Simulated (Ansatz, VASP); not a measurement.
## Two plane-wave programs on O

```
O
1.0
     2.85140   -1.66242    0.00000
     2.85140    1.66242    0.00000
    -2.39449    0.00000    3.61058
O
2
Direct
  0.97455 0.97455 0.84443
  0.02545 0.02545 0.15557
```

Alike in both runs: functional PBEsol; k mesh 8 × 8 × 6; occupations fermi-dirac, width 0.05 eV; no spin polarisation.

```csv
,VASP,Ansatz
version,VASP 6.6.1,Ansatz 0.2.0
potentials or method,"VASP PAW PBE potentials, release 64 (O)",Ansatz PAW
plane-wave cutoff (eV),520,420
valence electrons in the cell,12,12
task,single point,band structure
```

Ansatz gave:

```
gap on the k mesh at the Fermi level (eV)                     : none
pressure (GPa)                                                : -2.4
traceless stress, the component that is largest in VASP (GPa) : -1.23
rms of the force components (eV/Å)                            : 0.104
```

Problem. Which values does VASP return?

Solution. gap on the k mesh at the Fermi level (eV): none; pressure (GPa): -0.1; traceless stress, the component that is largest in VASP (GPa): -3.77; rms of the force components (eV/Å): 0.720.

VASP's potentials were made for PBE, not for PBEsol. Atom by atom the forces differ by 0.785 eV/Å (rms over components). A gap of «none» marks a metal or a gap that the smearing closes.

Noted on VASP's run: the standard files for N, O and F lose accuracy on very short bonds; spin is off for a triplet molecule. Noted on Ansatz's run: spin is off for a triplet molecule.
